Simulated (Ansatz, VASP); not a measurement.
Two plane-wave programs on KNi2AsO4

```
Ni As K O
1.0
    -2.81795    2.81795    3.38042
     2.81795   -2.81795    3.38042
     2.81795    2.81795   -3.38042
Ni As K O
2 1 1 4
Direct
  0.25000 0.75000 0.50000
  0.75000 0.25000 0.50000
  0.00000 0.00000 0.00000
  0.50000 0.50000 0.00000
  0.03150 0.69650 0.00000
  0.30350 0.30350 0.33500
  0.69650 0.03150 0.00000
  0.96850 0.96850 0.66500
```

Alike in both runs: task single point; functional r2SCAN; k mesh 5 × 5 × 5; collinear spin.

```csv
,VASP,Ansatz
version,VASP 6.6.1,Ansatz 0.2.0
potentials or method,"VASP PAW PBE potentials, release 64 (Ni, As, K_sv, O), cutoff 520 eV",PAW plane waves
occupations,"fermi-dirac, width 0.1 eV",fermi-dirac
valence electrons in the cell,58,84
```

```csv
,VASP,Ansatz,Ansatz less VASP
pressure (GPa),7.6,5.7,-1.90
"traceless stress, the component that is largest in VASP (GPa)",2.31,2.32,+0.016
rms of the force components (eV/Å),2.009,1.766,-0.2426
net moment per atom (μB),0.27,0.27,0.000
size of the moment on the site where the two differ most (μB),1.05,1.04,-0.008
```

VASP's potentials were made for PBE, not for r2SCAN. Site moments also hang on the region over which each program counts them. Atom by atom the forces differ by 0.244 eV/Å (rms over components). VASP's potentials hold 58 valence electrons a cell and Ansatz's 84, so a difference there can come from the potentials and not from the codes.
